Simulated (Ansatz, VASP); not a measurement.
# One calculation of HgTe, two programs

The input INCAR:

```
ALGO = Normal
EDIFF = 1E-6
ENCUT = 500
GGA = PE
GGA_COMPAT = False
ISIF = 2
ISMEAR = -1
LASPH = True
LCHARG = False
LREAL = False
LWAVE = False
NBANDS = 16
NELM = 120
PREC = Accurate
SIGMA = 0.08
```

File KPOINTS:

```
k-points
0
Gamma
  12 12 12
```

POSCAR

```
HgTe
1.0
    0.0000000000      2.9992470231      2.9992470231
    2.9992470231      0.0000000000      2.9992470231
    2.9992470231      2.9992470231      0.0000000000
Hg Te
1 1
Direct
    0.0000000000      0.0000000000      0.0000000000
    0.5000000000      0.5000000000      0.5000000000
```

Input for Ansatz:

```yaml
crystal:
  lattice:
    - [0.0, 2.9992470231, 2.9992470231]
    - [2.9992470231, 0.0, 2.9992470231]
    - [2.9992470231, 2.9992470231, 0.0]
  atoms:
    - { symbol: Hg, position: [0.0, 0.0, 0.0] }
    - { symbol: Te, position: [0.5, 0.5, 0.5] }
kpoints:
  mp_grid: { grid: [12, 12, 12] }
scf:
  occupations: { method: fermi_dirac, width: 0.08 }
hamiltonian:
  xc: pbe
  pseudopotentials: { kind: paw }
output:
  forces: true
  stress: true
  eigenvalues: true
```

Change from the starting cell: volume scaled by 0.93, to set the pressure.

Alike in both runs: task single point; functional PBE; k mesh 12 × 12 × 12; occupations fermi-dirac, width 0.08 eV; no spin polarisation.

|  | VASP | Ansatz |
| --- | --- | --- |
| version | VASP 6.6.1 | Ansatz 0.2.0 |
| potentials or method | VASP PAW PBE potentials, release 64 (Hg, Te) | PAW with Ansatz's default frozen-core files, scalar-relativistic |
| plane-wave cutoff (eV) | 500 | 420 |
| valence electrons in the cell | 18 | 36 |

|  | VASP | Ansatz | Ansatz less VASP |
| --- | --- | --- | --- |
| pressure (GPa) | 4.2 | 4.0 | -0.16 |

VASP's potentials hold 18 valence electrons a cell and Ansatz's 36, so a difference there can come from the potentials and not from the codes.

Spin-orbit coupling is off throughout.
